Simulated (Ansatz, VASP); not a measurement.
Ag in VASP and in Ansatz

Contents of INCAR:

```
  PREC = Accurate
  ENCUT = 520
  EDIFF = 1E-8
  ISMEAR = -1
  SIGMA = 0.05
  LREAL = False
  LASPH = True
  NELM = 80
  ALGO = Normal
  ISIF = 2
  LWAVE = False
  LCHARG = False
  LEFG = True
  NBANDS = 18
```

KPOINTS

```
Automatic mesh
0
Gamma
  14 14 8
```

Contents of POSCAR:

```
Ag
1.0
    2.9201986825      0.0000000000      0.0000000000
   -1.4600993413      2.5289662432      0.0000000000
    0.0000000000      0.0000000000      4.7739798135
Ag
2
Direct
    0.3333333333      0.6666666667      0.2500000000
    0.6666666667      0.3333333333      0.7500000000
```

Input for Ansatz:

```yaml
crystal:
  lattice:
    - [2.9201986825, 0.0, 0.0]
    - [-1.4600993413, 2.5289662432, 0.0]
    - [0.0, 0.0, 4.7739798135]
  atoms:
    - { symbol: Ag, position: [0.3333333333, 0.6666666667, 0.25] }
    - { symbol: Ag, position: [0.6666666667, 0.3333333333, 0.75] }
kpoints:
  mp_grid: { grid: [14, 14, 8] }
scf:
  occupations: { method: fermi_dirac, width: 0.05 }
hamiltonian:
  xc: lda
  pseudopotentials: { kind: all_electron, datasets: crystal }
output:
  forces: true
  stress: true
  eigenvalues: true
  efg: { contact_densities: true }
```

Change from the starting cell: volume scaled by 0.99, crystal datasets.

Alike in both runs: task electric field gradients; functional LDA; k mesh 14 × 14 × 8; occupations fermi-dirac, width 0.05 eV; no spin polarisation.

|  | VASP | Ansatz |
| --- | --- | --- |
| version | VASP 6.6.1 | Ansatz 0.2.0 |
| potentials or method | VASP PAW LDA potentials, release 64 (Ag), cutoff 520 eV | all-electron PAW with datasets made for the crystal, scalar-relativistic |

```csv
,VASP,Ansatz,Ansatz less VASP
pressure (GPa),-9.7,-9.8,-0.15
"traceless stress, the component that is largest in VASP (GPa)",-0.25,-0.24,+0.009
size of Vzz on the site where it differs most (V/Å²),4.0,4.4,+0.42
```

LDA's correlation is that of Perdew and Zunger in VASP and of Perdew and Wang (1992) in Ansatz. Ansatz ran all-electron here, and VASP with PAW potentials.
